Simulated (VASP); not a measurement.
Runs of VASP 6.6.1 on GaAs. The structure is that of space group F-43m (No. 216), or close to it. The cells are those of the table. 

```csv
cell,gap on the mesh (eV),pressure (GPa)
"a = 3.895 Å, angles 60.0°, 2 atoms",1.05,7.0
"a = 3.998 Å, angles 60.0°, 2 atoms",(b),0.3
"a = 4.031 Å, angles 60.0°, 2 atoms",(a),-1.3
"a = 3.930 Å, angles 60.0°, 2 atoms",0.84,4.5
"a = 3.860 Å, angles 60.0°, 2 atoms",1.12,9.9
"a = 4.063 Å, angles 60.0°, 2 atoms",(c),-2.8
"a = 3.964 Å, angles 60.0°, 2 atoms",0.64,2.3
```

Alike in all rows: task single point; level PBEsol; potentials or basis VASP PAW PBE potentials, release 64 (Ga_d, As); no spin polarisation; k mesh 6 × 6 × 6; cutoff (eV) 520; smearing gaussian 0.01 eV.

Task: Estimate the missing entries.

Result: (a) 0.27; (b) 0.45; (c) 0.09.

Caveats: the PAW data sets were made with another functional, which shifts forces and pressure a little.

A k mesh can miss the band edges, and the runs leave out spin-orbit coupling on As, Ga.
